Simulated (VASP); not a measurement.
Input of a VASP 6.6.1 run:

File INCAR:

```
PREC = Accurate ; ENCUT = 520
EDIFF = 1E-7 ; ISMEAR = 0
SIGMA = 0.05 ; LREAL = F
LASPH = T ; NELM = 100
ALGO = Normal ; ISIF = 2
LWAVE = F ; LCHARG = T
GGA = PE ; LELF = T
LVHAR = T ; NBANDS = 25
```

File KPOINTS:

```
regular mesh
0
Gamma
  6 6 8
```

The input POSCAR:

```
SiO2
1.0
    4.2358788266      0.0000000000      0.0000000000
    0.0000000000      4.3345748033      0.0000000000
    0.0000000000      0.0000000000      2.6897743046
Si O
2 4
Direct
    0.5000000000      0.5000000000      0.5000000000
    0.0000000000      0.0000000000      0.0000000000
    0.6930127927      0.6930127927      0.0000000000
    0.1930127927      0.8069872073      0.5000000000
    0.3069872073      0.3069872073      0.0000000000
    0.8069872073      0.1930127927      0.5000000000
```

Potentials or basis: VASP PAW PBE potentials, release 64 (Si, O).

Command:

```bash
$ cat potpaw_PBE.64/Si/POTCAR potpaw_PBE.64/O/POTCAR > POTCAR
$ mpirun -np 1 vasp_std > vasp.out
```

Task: Predict the largest force.

Result: 0.247 eV/Å.

Task: Estimate the band gap on the k mesh.

Result: 4.67 eV.

Task: Predict the pressure.

Result: -5.7 GPa.

Forces in eV/Å, atoms in the order of the input:
```
Si   0.000  0.000  0.000
Si   0.000  0.000  0.000
O   -0.112 -0.220  0.000
O   -0.112  0.220  0.000
O    0.112  0.220  0.000
O    0.112 -0.220  0.000
```

Caveat: the cell differs from its parent crystal (atoms displaced along a vibrational mode, the cell strained); the cell stands under tension. A k mesh can miss the band edges.
